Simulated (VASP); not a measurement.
A run of VASP 6.6.1 is set up as follows.

File INCAR:

```
  PREC = Accurate
  ENCUT = 520
  EDIFF = 1E-6
  ISMEAR = 0
  SIGMA = 0.05
  LREAL = F
  LASPH = T
  NELM = 100
  ALGO = Normal
  ISIF = 2
  LWAVE = F
  LCHARG = F
  GGA = CA
  NBANDS = 35
```

File KPOINTS:

```
regular mesh
0
Gamma
  12 12 4
```

POSCAR

```
WS2
1.0
    3.1799996605      0.0000000000      0.0000000000
   -1.5899998303      2.7539604900      0.0000000000
    0.0000000000      0.0000000000     12.5000000000
W S
2 4
Direct
    0.3333333333      0.6666666667      0.2500000000
    0.6666666667      0.3333333333      0.7500000000
    0.1682389761      0.5015723094      0.6200000000
    0.6666666667      0.3333333333      0.1200000000
    0.3333333333      0.6666666667      0.8800000000
    0.6666666667      0.3333333333      0.3800000000
```

Potentials or basis: VASP PAW LDA potentials, release 64 (W_sv, S).

Run with:

```bash
$ cat potpaw_LDA.64/W_sv/POTCAR potpaw_LDA.64/S/POTCAR > POTCAR
$ mpirun -np 1 vasp_std > vasp.out
```

Task: Estimate the band gap on the k mesh.

Result: 0.58 eV.

Task: What does it give for the largest force?

Result: 4.980 eV/Å.

Task: Estimate the pressure.

Result: -7.3 GPa.

Forces in eV/Å, atoms in the order of the input:
```
W   -0.018 -0.018  0.007
W   -2.880 -3.015  2.723
S    3.166  2.832 -1.403
S    0.007  0.006  1.435
S   -0.257  0.217 -1.314
S   -0.018 -0.021 -1.448
```

Caveat: the cell differs from its parent crystal (atom 3 (S) moved +0.525 Å towards its neighbour atom 3 (S) at 3.180 Å); the cell stands under tension; spin-orbit coupling is left out, which moves the levels of the heavy elements; forces of over 1 eV/Å act on the atoms, so gaps and moduli don't describe the material at rest. A k mesh can miss the band edges.
